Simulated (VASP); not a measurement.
# PbF2 in VASP: a series of runs

The runs below take PbF2 through single point, with PBE.

All numbers are computed with VASP 6.6.1; they aren't measurements. Logs are shortened: lines on timing, memory, paths and dates and some standing lists are left out, and cuts for length are marked.

### Step 1. The cell of the first run

The structure is tetragonal, space group I4/mmm (No. 139). The conventional cell has a = 4.114 Å, b = 4.114 Å, c = 5.974 Å, α = 90.00°, β = 90.00°, γ = 90.00°. Pb (site symmetry 4/mmm) has 8 F at 2.54 Å within 3.4 Å. Within 3.4 Å of F (site symmetry -4m2) lie 4 Pb at 2.54 Å and 6 F at 2.91 to 2.99 Å.

### Step 2. Single point, PBE (epitaxial xy strain -1.2%)

Input file INCAR:

```
PREC = Accurate
ENCUT = 600
EDIFF = 1E-6
ISMEAR = -1
SIGMA = 0.02
LREAL = F
LASPH = T
NELM = 120
ALGO = Normal
ISIF = 2
LWAVE = F
LCHARG = F
GGA = PE
NBANDS = 21
GGA_COMPAT = F
```

Input file KPOINTS:

```
Automatic mesh
0
Gamma
  8 8 8
```

Input file POSCAR:

```
PbF2
1.0
    0.0000000000      2.9089856781      2.9870808379
    2.9089856781      0.0000000000      2.9870808379
    2.9089856781      2.9089856781      0.0000000000
Pb F
1 2
Direct
    0.0000000000      0.0000000000      0.0000000000
    0.2500000000      0.2500000000      0.2500000000
    0.7500000000      0.7500000000      0.7500000000
```

Potentials or basis: VASP PAW PBE potentials, release 64 (Pb_d, F).

On the command line:

```bash
> cat potpaw_PBE.64/Pb_d/POTCAR potpaw_PBE.64/F/POTCAR > POTCAR
> mpirun -np 1 vasp_std > vasp.out
```

OUTCAR:

```text
PREC = Accurate
   ENCUT = 600
   EDIFF = 1E-6
   ISMEAR = -1
   LREAL = F
   LASPH = T
   NELM = 120
   ISIF = 2
   GGA = PE

 ion  position               nearest neighbor table
   1  0.000  0.000  0.000-   3 2.54   2 2.54   3 2.54   2 2.54   3 2.54   3 2.54   2 2.54   2 2.54

   2  0.250  0.250  0.250-   1 2.54   1 2.54   1 2.54   1 2.54
   3  0.750  0.750  0.750-   1 2.54   1 2.54   1 2.54   1 2.54

  LATTYP: Found a body centered tetragonal cell.
 ALAT       =     4.1139269987
 C/A-ratio  =     1.4521797975

  Lattice vectors:

 A1 = (  -2.9089856781,   0.0000000000,   2.9870808379)
 A2 = (   2.9089856781,   0.0000000000,   2.9870808379)
 A3 = (   0.0000000000,   2.9089856781,  -2.9870808379)

Analysis of symmetry for initial positions (statically):
=====================================================================
 Subroutine PRICEL returns:
 Original cell was already a primitive cell.

 Routine SETGRP: Setting up the symmetry group for a
 body centered tetragonal supercell.

 Subroutine GETGRP returns: Found 16 space group operations
 (whereof 16 operations were pure point group operations)
 out of a pool of 16 trial point group operations.

The static configuration has the point symmetry D_4h.

Analysis of symmetry for dynamics (positions and initial velocities):
=====================================================================
 Subroutine PRICEL returns:
 Original cell was already a primitive cell.

 Routine SETGRP: Setting up the symmetry group for a
 body centered tetragonal supercell.

 Subroutine GETGRP returns: Found 16 space group operations
 (whereof 16 operations were pure point group operations)
 out of a pool of 16 trial point group operations.

The dynamic configuration has the point symmetry D_4h.

 Subroutine INISYM returns: Found 16 space group operations
 (whereof 16 operations are pure point group operations),
 and found     1 'primitive' translations

----------------------------------------------------------------------------------------

                                     Primitive cell

  volume of cell :      50.5545

  direct lattice vectors                    reciprocal lattice vectors
     0.000000000  2.908985678  2.987080838    -0.171881217  0.171881217  0.167387502
     2.908985678  0.000000000  2.987080838     0.171881217 -0.171881217  0.167387502
     2.908985678  2.908985678  0.000000000     0.171881217  0.171881217 -0.167387502

  length of vectors
     4.169514313  4.169514313  4.113926999     0.295135362  0.295135362  0.295135362

  position of ions in fractional coordinates (direct lattice)
     0.000000000  0.000000000  0.000000000
     0.250000000  0.250000000  0.250000000
     0.750000000  0.750000000  0.750000000

  ion indices of the primitive-cell ions
   primitive index   ion index
                 1           1
                 2           2
                 3           3

----------------------------------------------------------------------------------------

 KPOINTS: Automatic mesh

Automatic generation of k-mesh.
 Grid dimensions read from file:
 generate k-points for:    8    8    8

 Generating k-lattice:

  Cartesian coordinates                     Fractional coordinates (reciprocal lattice)
    -0.021485152  0.021485152  0.020923438     0.125000000  0.000000000  0.000000000
     0.021485152 -0.021485152  0.020923438     0.000000000  0.125000000  0.000000000
     0.021485152  0.021485152 -0.020923438    -0.000000000 -0.000000000  0.125000000

  Length of vectors
     0.036891920  0.036891920  0.036891920

  Shift w.r.t. Gamma in fractional coordinates (k-lattice)
     0.000000000  0.000000000  0.000000000

 Subroutine IBZKPT returns following result:
 ===========================================

 Found     59 irreducible k-points:

 Following reciprocal coordinates:
            Coordinates               Weight
  0.000000  0.000000  0.000000      1.000000
  0.125000  0.000000  0.000000      8.000000
  0.250000  0.000000  0.000000      8.000000
  0.375000  0.000000  0.000000      8.000000
  0.500000  0.000000  0.000000      4.000000
  0.125000  0.125000  0.000000      2.000000
[... 16 lines left out ...]
  0.250000  0.000000  0.125000     16.000000
  0.375000  0.000000  0.125000     16.000000
 [... further k-points ...]
   k-points           NKPTS =     59   k-points in BZ     NKDIM =     59   number of bands    NBANDS=     21
   number of dos      NEDOS =    301   number of ions     NIONS =      3
   total plane-waves  NPLWV =  46656
   dimension x,y,z NGX =    36 NGY =   36 NGZ =   36
   dimension x,y,z NGXF=    72 NGYF=   72 NGZF=   72
   ions per type =               1   2
   NGX,Y,Z   is equivalent  to a cutoff of  14.35, 14.35, 14.55 a.u.
   NGXF,Y,Z  is equivalent  to a cutoff of  28.71, 28.71, 29.10 a.u.
 SYSTEM =  unknown system
   PREC   = accura    normal or accurate (medium, high low for compatibility)
   ISTART =      0    job   : 0-new  1-cont  2-samecut
   ICHARG =      2    charge: 1-file 2-atom 10-const
   ISPIN  =      1    spin polarized calculation?
   LNONCOLLINEAR =      F non collinear calculations
   LSORBIT =      F    spin-orbit coupling
   LASPH  =      T    aspherical Exc in radial PAW
   ENCUT  =  600.0 eV  44.10 Ry    6.64 a.u.   8.33  8.33  8.22*2*pi/ulx,y,z
   NELM   =    120;   NELMIN=  2; NELMDL= -5     # of ELM steps
   EDIFF  = 0.1E-05   stopping-criterion for ELM
   LREAL  =      F    real-space projection
[... 7 lines left out ...]
   TEBEG  =    0.0;   TEEND  =   0.0 temperature during run
   PSTRESS=    0.0 pullay stress
   NELECT =      28.0000    total number of electrons
   NUPDOWN=      -1.0000    fix difference up-down
   EMIN   =  10.00;   EMAX   =-10.00  energy-range for DOS
   EFERMI =   0.00;   METHOD = LEGACY
   ISMEAR =    -1;   SIGMA  =   0.02  broadening in eV -4-tet -1-fermi 0-gaus
   EFERMI_NEDOS =   21; number of points for ismear=-14 and -15
   IALGO  =     38    algorithm
   IMIX   =      4    mixing-type and parameters
     AMIX     =   0.40;   BMIX     =  1.00
     AMIX_MAG =   1.60;   BMIX_MAG =  1.00
  volume/ion in A,a.u.               =      16.85       113.72
  Fermi-wavevector in a.u.,A,eV,Ry     =   1.344438  2.540620 24.592717  1.807514
  Thomas-Fermi vector in A             =   2.472432
   LORBIT       =      0    0 simple, 1 ext, 2 COOP (PROOUT), +10 PAW based schemes
   GGA     = PE    functional components
   LHFCALC =     F    Hartree Fock is set to
   AEXX    =    0.0000 exact exchange contribution
   IVDW    =     0    specifies the selected vdW correction
   LEPSILON=     F    determine dielectric tensor
   LRPA    =     F    only Hartree local field effects (RPA)
 non-spin polarized calculation
  energy-cutoff  :      600.00
  volume of cell :       50.55
 maximum number of plane-waves:      1719
 NGX is ok and might be reduce to    36
   NGX = 17   NGY = 17   NGZ = 17

 number of electron      28.0000008 magnetization

 Free energy of the ion-electron system (eV)
  ---------------------------------------------------
  ext. energy  EPLUGINS =         0.00000000
  ---------------------------------------------------
  free energy    TOTEN  =       -14.29628955 eV

  energy without entropy =      -14.29628955  energy(sigma->0) =      -14.29628955

 E-fermi :   2.8092     XC(G=0):  -9.5542

 val. band max:        2.2861419788   @ k =  -0.2500   0.5000   0.2500
 cond. band min:       6.6351723917   @ k =   0.5000   0.0000   0.5000
 fundamental gap:      4.3490304129
 Fermi energy:         2.8091913667

 k-point     1 :       0.0000    0.0000    0.0000
  band No.  band energies     occupation
      1     -19.0845      2.00000
      2     -18.4094      2.00000
      3     -12.2344      2.00000
      4     -12.2146      2.00000
      5     -12.2146      2.00000
      6     -12.1552      2.00000
[... 13 lines left out ...]
     20      17.7397      0.00000
     21      19.5792      0.00000

 k-point     2 :       0.1250    0.0000    0.0000
  band No.  band energies     occupation
      1     -19.0518      2.00000
      2     -18.4393      2.00000
      3     -12.2226      2.00000
      4     -12.2077      2.00000
      5     -12.1828      2.00000
      6     -12.1556      2.00000
[... 13 lines left out ...]
     20      17.2749      0.00000
     21      19.2672      0.00000

 k-point     3 :       0.2500    0.0000    0.0000
  band No.  band energies     occupation
      1     -18.9659      2.00000
      2     -18.5165      2.00000
      3     -12.2085      2.00000
      4     -12.1973      2.00000
      5     -12.1498      2.00000
      6     -12.1408      2.00000
[... 13 lines left out ...]
     20      16.6464      0.00000
     21      18.0652      0.00000

 k-point     4 :       0.3750    0.0000    0.0000
  band No.  band energies     occupation
      1     -18.8555      2.00000
      2     -18.6152      2.00000
      3     -12.2039      2.00000
      4     -12.1968      2.00000
      5     -12.1339      2.00000
      6     -12.1260      2.00000
[... 13 lines left out ...]
     20      16.2779      0.00000
     21      17.0554      0.00000

 k-point     5 :       0.5000    0.0000    0.0000
  band No.  band energies     occupation
      1     -18.7728      2.00000
      2     -18.6923      2.00000
      3     -12.2041      2.00000
      4     -12.1984      2.00000
      5     -12.1256      2.00000
      6     -12.1178      2.00000
[... 13 lines left out ...]
     20      16.1683      0.00000
     21      16.6751      0.00000
[... 382 lines left out ...]
     20      19.0875      0.00000
     21      19.7534      0.00000

 k-point    22 :       0.1250    0.0000    0.1250
  band No.  band energies     occupation
      1     -19.0398      2.00000
      2     -18.4503      2.00000
      3     -12.2188      2.00000
      4     -12.2015      2.00000
      5     -12.1736      2.00000
      6     -12.1599      2.00000
[... 13 lines left out ...]
     20      17.5054      0.00000
     21      19.4970      0.00000

 k-point    23 :       0.2500    0.0000    0.1250
  band No.  band energies     occupation
      1     -18.9720      2.00000
      2     -18.5108      2.00000
      3     -12.2011      2.00000
      4     -12.1886      2.00000
      5     -12.1614      2.00000
      6     -12.1379      2.00000
[... 13 lines left out ...]
     20      17.2202      0.00000
     21      18.9386      0.00000

 k-point    24 :       0.3750    0.0000    0.1250
  band No.  band energies     occupation
      1     -18.8724      2.00000
      2     -18.5984      2.00000
      3     -12.1921      2.00000
      4     -12.1865      2.00000
      5     -12.1427      2.00000
      6     -12.1252      2.00000
[... 13 lines left out ...]
     20      17.2987      0.00000
     21      18.0533      0.00000

 [... further k-points ...]
[... 5 lines left out ...]
  --------------------------------------------------------------------------------------
  -------------------------------------------------------------------------------------
  Total        1.6880803      1.6880803      1.2577347      0.0000000      0.0000000     -0.0000000
  in kB       53.4987404     53.4987404     39.8601999      0.0000000      0.0000000     -0.0000000
  external PRESSURE =      48.9525602 kB  Pullay stress =       0.0000000 kB

 VOLUME and BASIS-vectors are now :
 -----------------------------------------------------------------------------
  energy-cutoff  :      600.00
  volume of cell :       50.55
      direct lattice vectors                 reciprocal lattice vectors
     0.000000000  2.908985678  2.987080838    -0.171881217  0.171881217  0.167387502
     2.908985678  0.000000000  2.987080838     0.171881217 -0.171881217  0.167387502
     2.908985678  2.908985678  0.000000000     0.171881217  0.171881217 -0.167387502

 POSITION                                       TOTAL-FORCE (eV/Angst)
 -----------------------------------------------------------------------------------
      0.00000      0.00000      0.00000         0.000000      0.000000     -0.000000
      1.45449      1.45449      1.49354         0.000000      0.000000     -0.000000
      4.36348      4.36348      4.48062        -0.000000     -0.000000      0.000000
 -----------------------------------------------------------------------------------
    total drift:                                0.000000      0.000000      0.000000

  FREE ENERGIE OF THE ION-ELECTRON SYSTEM (eV)
  ---------------------------------------------------
  free  energy   TOTEN  =       -14.2962895485 eV

  energy  without entropy=      -14.2962895485  energy(sigma->0) =      -14.29628955
```

Run time: 1.7 min. Hardware: 1 thread of Oxide Virtual Turin-like, shared host; peak memory 0.21 GiB.

What came out:

```
Free energy            : -14.2963 eV
Pressure               : 4.9 GPa
Band gap on the k mesh : 4.35 eV (least direct gap 4.52 eV)
```

Levels at points of the mesh, in eV from the valence-band top:
| k point | band 12 | band 13 | band 14 | band 15 | band 16 | band 17 |
| --- | --- | --- | --- | --- | --- | --- |
| (0.00, 0.00, 0.00) | -2.32 | -2.13 | -2.13 | 6.73 | 6.73 | 6.86 |
| (0.50, 0.00, 0.00) | -2.38 | -2.34 | -0.08 | 4.98 | 7.71 | 7.76 |
| (0.50, 0.50, 0.00) | -1.72 | -1.72 | -0.08 | 4.44 | 8.00 | 8.00 |
| (0.50, 0.00, 0.50) | -1.71 | -1.70 | -0.23 | 4.35 | 7.86 | 8.07 |

Caveat: the cell differs from its parent crystal (epitaxial xy strain -1.2%); the cell stands under pressure; spin-orbit coupling is left out, which moves the levels of the heavy elements.

### Step 3. Single point, PBE (shear xy strain +4.2%)

Input file INCAR:

```
SYSTEM = PbF2
ALGO = Normal
EDIFF = 1E-6
ENCUT = 600
GGA = PE
GGA_COMPAT = .False.
ISIF = 2
ISMEAR = -1
LASPH = .True.
LCHARG = .False.
LREAL = .False.
LWAVE = .False.
NBANDS = 21
NELM = 120
PREC = Accurate
SIGMA = 0.02
```

Input file KPOINTS:

```
k-points
0
Gamma
  8 8 8
  0 0 0
```

Input file POSCAR:

```
PbF2
1.0
    0.0617146835      2.9458082816      2.9458082816
    2.9458082816      0.0617146835      2.9458082816
    3.0075229651      3.0075229651      0.0000000000
Pb F
1 2
Direct
    0.0000000000      0.0000000000      0.0000000000
    0.2451447819      0.2451447819      0.2548552181
    0.7548552181      0.7548552181      0.7451447819
```

Potentials or basis: VASP PAW PBE potentials, release 64 (Pb_d, F).

On the command line:

```bash
> cat potpaw_PBE.64/Pb_d/POTCAR potpaw_PBE.64/F/POTCAR > POTCAR
> mpirun -np 1 vasp_std > vasp.out
```

Run time: 3.2 min. Hardware: 1 thread of Oxide Virtual Turin-like, shared host; peak memory 0.24 GiB.

It converged, with:

| Quantity | Value |
| --- | --- |
| Free energy | -14.3103 eV |
| Pressure | 4.0 GPa |
| Largest force | 0.007 eV/Å |
| Band gap on the k mesh | 4.40 eV (least direct gap 4.55 eV) |

Forces on the atoms (eV/Å):
```
Pb   0.000  0.000  0.000
F    0.000  0.000 -0.007
F    0.000  0.000  0.007
```

Stress tensor (GPa, compression positive):
```
 3.95 -0.95  0.00
-0.95  3.95  0.00
 0.00  0.00  4.01
```

Levels at points of the mesh, in eV from the valence-band top:
| k point | band 10 | band 11 | band 12 | band 13 | band 14 | band 15 | band 16 | band 17 | band 18 | band 19 |
| --- | --- | --- | --- | --- | --- | --- | --- | --- | --- | --- |
| (0.00, 0.00, 0.00) | -2.59 | -2.55 | -2.13 | -2.10 | -2.07 | 6.59 | 6.80 | 7.00 | 10.70 | 15.16 |
| (0.50, 0.00, 0.00) | -2.84 | -2.79 | -2.32 | -2.27 | -0.05 | 5.09 | 7.62 | 7.72 | 13.21 | 13.41 |
| (0.50, 0.50, 0.00) | -3.64 | -1.67 | -1.67 | -1.64 | -0.15 | 4.42 | 7.79 | 8.14 | 8.93 | 14.28 |
| (0.00, 0.00, 0.50) | -2.84 | -2.79 | -2.26 | -2.21 | -0.03 | 4.94 | 7.73 | 7.84 | 13.28 | 13.56 |
| (0.50, 0.00, 0.50) | -3.71 | -1.67 | -1.66 | -1.66 | -0.15 | 4.40 | 7.94 | 7.97 | 8.93 | 14.26 |

Caveat: the cell differs from its parent crystal (shear xy strain +4.2%); the cell stands under pressure; spin-orbit coupling is left out, which moves the levels of the heavy elements. A k mesh can miss the band edges.
